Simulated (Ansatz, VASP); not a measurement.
**One calculation of C, two programs**

Contents of POSCAR:

```
C
1.0
    2.4558907252      0.0000000000      0.0000000000
   -1.2279453626      2.1268637570      0.0000000000
    0.0000000000      0.0000000000      7.0497855834
C
4
Direct
    0.0000000000      0.0000000000      0.0024999316
    0.0000000000      0.0000000000      0.5024999316
    0.3333333333      0.6666666667      0.0025000684
    0.6666666667      0.3333333333      0.5025000684
```

File INCAR.step1:

```
ALGO = Normal
EDIFF = 1E-4
ENCUT = 520
GGA = PE
ISMEAR = 0
LASPH = True
LCHARG = False
LREAL = False
LWAVE = True
NBANDS = 16
NELM = 100
PREC = Accurate
SIGMA = 0.15
```

INCAR.step2

```
ALGO = Normal
EDIFF = 1E-6
ENCUT = 520
ISIF = 2
ISMEAR = 0
ISTART = 1
LASPH = True
LCHARG = True
LELF = True
LMIXTAU = True
LREAL = False
LVHAR = True
LWAVE = False
METAGGA = R2SCAN
NBANDS = 16
NELM = 100
PREC = Accurate
SIGMA = 0.15
```

KPOINTS

```
k-points
0
Gamma
  24 24 8
```

Input for Ansatz:

```yaml
crystal:
  lattice:
    - [2.4558907252, 0.0, 0.0]
    - [-1.2279453626, 2.126863757, 0.0]
    - [0.0, 0.0, 7.0497855834]
  atoms:
    - { symbol: C, position: [0.0, 0.0, 0.0024999316] }
    - { symbol: C, position: [0.0, 0.0, 0.5024999316] }
    - { symbol: C, position: [0.3333333333, 0.6666666667, 0.0025000684] }
    - { symbol: C, position: [0.6666666667, 0.3333333333, 0.5025000684] }
basis:
  ecutwfc: 500
kpoints:
  mp_grid: { grid: [24, 24, 8] }
hamiltonian:
  xc: r2scan
scf:
  occupations: { method: gaussian, width: 0.15 }
output:
  forces: true
  stress: true
  eigenvalues: true
  write_density: true
  write_potential: true
  elf: true
  volumetric_format: npy
```

Alike in both runs: task single point; functional r2SCAN; k mesh 24 × 24 × 8; occupations gaussian, width 0.15 eV; no spin polarisation.

|  | VASP | Ansatz |
| --- | --- | --- |
| version | VASP 6.6.1 | Ansatz 0.2.0 |
| potentials or method | VASP PAW PBE potentials, release 64 (C), cutoff 520 eV | scalar-relativistic, plane waves, PAW |
| valence electrons in the cell | 16 | 16 |

Ansatz gave:

* gap on the k mesh at the Fermi level (eV): none
* pressure (GPa): 0.0
* traceless stress, the component that is largest in VASP (GPa): 0.02

Task: Which values does VASP return?

Result: gap on the k mesh at the Fermi level (eV): none; pressure (GPa): 0.6; traceless stress, the component that is largest in VASP (GPa): -0.73.

VASP's potentials were made for PBE, not for r2SCAN. A gap of «none» marks a metal or a gap that the smearing closes. The functional is the same, so the differences come from potentials, cutoffs and numerics.
